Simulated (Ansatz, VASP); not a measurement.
**BiTe: VASP beside Ansatz**

```
Bi Te
1.0
     0.00000    3.30191    3.30191
     3.30191    0.00000    3.30191
     3.30191    3.30191    0.00000
Bi Te
1 1
Cartesian
  3.3019 3.3019 3.3019
  0.0000 0.0000 0.0000
```

Alike in both runs: task single point; functional revPBE; k mesh 6 × 6 × 6; occupations gaussian, width 0.05 eV; no spin polarisation.

|  | VASP | Ansatz |
| --- | --- | --- |
| version | VASP 6.6.1 | Ansatz 0.2.0 |
| potentials or method | VASP PAW PBE potentials, release 64 (Bi_d, Te), cutoff 520 eV | scalar-relativistic, plane waves, PAW |
| valence electrons in the cell | 21 | 31 |

Ansatz gave:

- gap on the k mesh at the Fermi level (eV): none
- pressure (GPa): -0.8

Task: Which values does VASP return?

Result: gap on the k mesh at the Fermi level (eV): none; pressure (GPa): -0.9.

VASP's potentials were made for PBE, not for revPBE. A gap of «none» marks a metal or a gap that the smearing closes. VASP's potentials hold 21 valence electrons a cell and Ansatz's 31, so a difference there can come from the potentials and not from the codes.

Spin-orbit coupling is off throughout.
